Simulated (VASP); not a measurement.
A run of VASP 6.6.1 is set up as follows.

Contents of INCAR:

```
  PREC = Accurate
  ENCUT = 520
  EDIFF = 1E-7
  ISMEAR = 0
  SIGMA = 0.01
  LREAL = F
  LASPH = T
  NELM = 60
  ALGO = Normal
  ISIF = 2
  LWAVE = F
  LCHARG = F
  GGA = CA
  NBANDS = 29
```

File KPOINTS:

```
Automatic mesh
0
Gamma
  3 3 3
  0.5 0.5 0.5
```

File POSCAR:

```
BaPbO3
1.0
    4.3622200000      0.0000000000      0.0000000000
    0.0000000000      4.3622200000      0.0000000000
    0.0000000000      0.0000000000      4.3622200000
Ba Pb O
1 1 3
Direct
    0.5000000000      0.5000000000      0.5000000000
    0.0000000000      0.0000000000      0.0000000000
    0.0000000000      0.5000000000      0.0000000000
    0.0000000000      0.0000000000      0.5000000000
    0.5000000000      0.0000000000      0.0000000000
```

Potentials or basis: VASP PAW LDA potentials, release 64 (Ba_sv, Pb_d, O).

Run with:

```console
$ cat potpaw_LDA.64/Ba_sv/POTCAR potpaw_LDA.64/Pb_d/POTCAR potpaw_LDA.64/O/POTCAR > POTCAR
$ mpirun -np 1 vasp_std > vasp.out
```

(1) Estimate the band gap on the k mesh.

(2) Predict the pressure.

Answers

(1) 0.84 eV, indirect (least direct gap 1.37 eV).

(2) -8.6 GPa.

Caveat: spin-orbit coupling is left out, which moves the levels of the heavy elements.
